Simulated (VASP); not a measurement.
A run of VASP 6.6.1 is set up as follows.

INCAR

```
ALGO = Normal ; EDIFF = 1E-6
ENCUT = 520 ; GGA = CA
ISIF = 2 ; ISMEAR = 0
LASPH = T ; LCHARG = F
LREAL = F ; LWAVE = F
NBANDS = 29 ; NELM = 100
PREC = Accurate ; SIGMA = 0.05
```

Contents of KPOINTS:

```
k-points
0
Gamma
  6 6 6
```

POSCAR

```
KCdF3
1.0
    4.3820890200      0.0000000000      0.0000000000
    0.0000000000      4.3820890200      0.0000000000
    0.0000000000      0.0000000000      4.3820890200
K Cd F
1 1 3
Direct
    0.0000000000      0.0000000000      0.0000000000
    0.5000000000      0.5000000000      0.5000000000
   -0.0342302494      0.5000000000      0.5000000000
    0.4657697506      0.0000000000      0.5000000000
    0.4657697506      0.5000000000      0.0000000000
```

Potentials or basis: VASP PAW LDA potentials, release 64 (K_sv, Cd, F).

Launch:

```sh
$ cat potpaw_LDA.64/K_sv/POTCAR potpaw_LDA.64/Cd/POTCAR potpaw_LDA.64/F/POTCAR > POTCAR
$ mpirun -np 1 vasp_std > vasp.out
```

Question: Estimate the band gap on the k mesh.

Answer: 2.81 eV (least direct gap 4.48 eV).

Question: Estimate the pressure.

Answer: -2.0 GPa.

Question: Predict the largest force.

Answer: 1.638 eV/Å.

Stress tensor (GPa, compression positive):
```
-0.02  0.00  0.00
 0.00 -3.00  0.00
 0.00  0.00 -3.00
```

Caveat: the cell differs from its parent crystal (all F atoms moved +0.150 Å, as atom 3 towards its neighbour atom 2 (Cd) at 2.191 Å); forces of over 1 eV/Å act on the atoms, so gaps and moduli don't describe the material at rest. A k mesh can miss the band edges.
